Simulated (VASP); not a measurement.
Ga6Si:

```
Ga Si
1.0
     5.04533    0.00000    0.00000
     0.00000    5.04533    0.00000
     0.00000    0.00000    5.04533
Ga Si
6 1
Direct
  0.50000 0.50000 0.20000
  0.50000 0.50000 0.80000
  0.20000 0.50000 0.50000
  0.80000 0.50000 0.50000
  0.50000 0.20000 0.50000
  0.50000 0.80000 0.50000
  0.00000 0.00000 0.00000
```

The cell was generated, and may not be a known phase.

| Property | Result |
| --- | --- |
| Program | VASP 6.6.1 |
| Task | relaxation of cell and atoms |
| Functional | PBE |
| Potentials or basis | VASP PAW PBE potentials, release 64 (Ga_d, Si) |
| Cutoff | 600 eV |
| k mesh | 4 × 4 × 4 |
| Occupations | gaussian, width 0.1 eV |
| Spin | no spin polarisation |

At the start: pressure 60.9 GPa; volume 18.35 Å³/atom.

**Question.** How do energy, volume and symmetry change on relaxing?

**Answer.** Over 14 steps the energy falls by 1543.0 meV/atom and the volume is 31.02 Å³/atom (+69.1 %); space group Pm-3m (No. 221, to 0.1 Å) before and after.

The path:
```
step  energy change (eV)  largest force (eV/Å)  pressure (GPa)  volume (Å³)
   1              0.0000                6.1562           60.91       128.43
   2             -0.4430               12.0161            5.89       306.61
   3             -2.2278               11.5090            5.76       274.72
   4             -3.8071               11.0466            5.13       248.16
   5             -6.9178                8.9994           13.40       181.78
   6             -8.2921                0.6760           -2.36       340.25
   7             -8.9522                0.8362           -2.86       310.98
   8             -9.6134                0.7765           -2.95       285.03
   9            -10.6998                0.5910           -1.69       229.55
  10            -10.6881                1.0957           -0.60       221.05
  11            -10.7079                0.7839           -1.26       225.98
  12            -10.7942                0.1438            0.51       213.95
  13            -10.7951                0.2086            0.34       215.01
  14            -10.8013                0.0014            0.01       217.17
```

Final structure:
```
Ga Si
1.0
     6.01079    0.00000    0.00000
     0.00000    6.01079    0.00000
     0.00000    0.00000    6.01079
Ga Si
6 1
Direct
  0.50000 0.50000 0.19362
  0.50000 0.50000 0.80638
  0.19362 0.50000 0.50000
  0.80638 0.50000 0.50000
  0.50000 0.19362 0.50000
  0.50000 0.80638 0.50000
  0.00000 0.00000 0.00000
```

Caveat: the volume moved by over 15 % at a fixed basis, so the end points are rough.
